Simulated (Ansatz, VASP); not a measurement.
One calculation of B5W2, two programs

```xyz
7
Lattice="1.5055 0.8692 6.9767 -1.5055 0.8692 6.9767 0.0000 -1.7384 6.9767" Properties=species:S:1:pos:R:3 pbc="T T T"
B     0.0000    0.0000    3.8930
B     0.0000    0.0000   17.0370
B     0.0000    0.0000    6.9697
B     0.0000    0.0000   13.9603
B     0.0000    0.0000   10.4650
W     0.0000    0.0000    1.5698
W     0.0000    0.0000   19.3603
```

Alike in both runs: task relaxation of cell and atoms; functional PBE; k mesh 6 × 6 × 6; occupations gaussian, width 0.1 eV; no spin polarisation.

|  | VASP | Ansatz |
| --- | --- | --- |
| version | VASP 6.6.1 | Ansatz 0.2.0 |
| potentials or method | VASP PAW PBE potentials, release 64 (B, W_sv), cutoff 600 eV | scalar-relativistic, plane waves, PAW |
| valence electrons in the cell | 43 | 43 |

```csv
,VASP,Ansatz,Ansatz less VASP
"gap on the k mesh at the Fermi level, each at its own relaxed structure (eV)",none,none,-
relaxed volume (Å³/atom),8.48,8.46,-0.027
relaxed cell length with the largest relative difference (Å),7.328,7.327,-0.0014
```

A gap of «none» marks a metal or a gap that the smearing closes.

The k mesh is coarse, so the values compare programs but aren't converged. Neither program's run includes spin-orbit coupling.
